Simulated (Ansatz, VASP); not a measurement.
**NbCrTe6 in VASP and in Ansatz**

```xyz
8
Lattice="0.0000 7.5618 0.0000 7.5618 0.0000 0.0000 3.7809 3.7809 -5.7687" Properties=species:S:1:pos:R:3 pbc="T T T"
Nb    0.0000    0.0000    0.0000
Cr    3.7809    3.7809    0.0000
Te    1.8451    1.8451    0.0000
Te    5.7167    1.8451    0.0000
Te    5.7167    5.7167    0.0000
Te    1.8451    5.7167    0.0000
Te    3.7809    3.7809   -3.2766
Te    7.5618    7.5618   -2.4921
```

Alike in both runs: task single point; functional PBE; k mesh 3 × 3 × 3; no spin polarisation.

|  | VASP | Ansatz |
| --- | --- | --- |
| version | VASP 6.6.1 | Ansatz 0.2.0 |
| potentials or method | VASP PAW PBE potentials, release 64 (Nb_sv, Cr_pv, Te), cutoff 520 eV | PAW plane waves |
| occupations | methfessel-paxton of order 1, width 0.15 eV | cold, width 0.15 eV |
| valence electrons in the cell | 61 | 123 |

|  | VASP | Ansatz | Ansatz less VASP |
| --- | --- | --- | --- |
| gap on the k mesh at the Fermi level (eV) | none | none | - |
| pressure (GPa) | 1.5 | 1.5 | +0.08 |
| traceless stress, the component that is largest in VASP (GPa) | 2.47 | 2.51 | +0.037 |
| rms of the force components (eV/Å) | 1.510 | 1.523 | +0.0134 |

Atom by atom the forces differ by 0.014 eV/Å (rms over components). A gap of «none» marks a metal or a gap that the smearing closes. VASP's potentials hold 61 valence electrons a cell and Ansatz's 123, so a difference there can come from the potentials and not from the codes.

The k mesh is coarse, so the values compare programs but aren't converged. Neither program's run includes spin-orbit coupling.
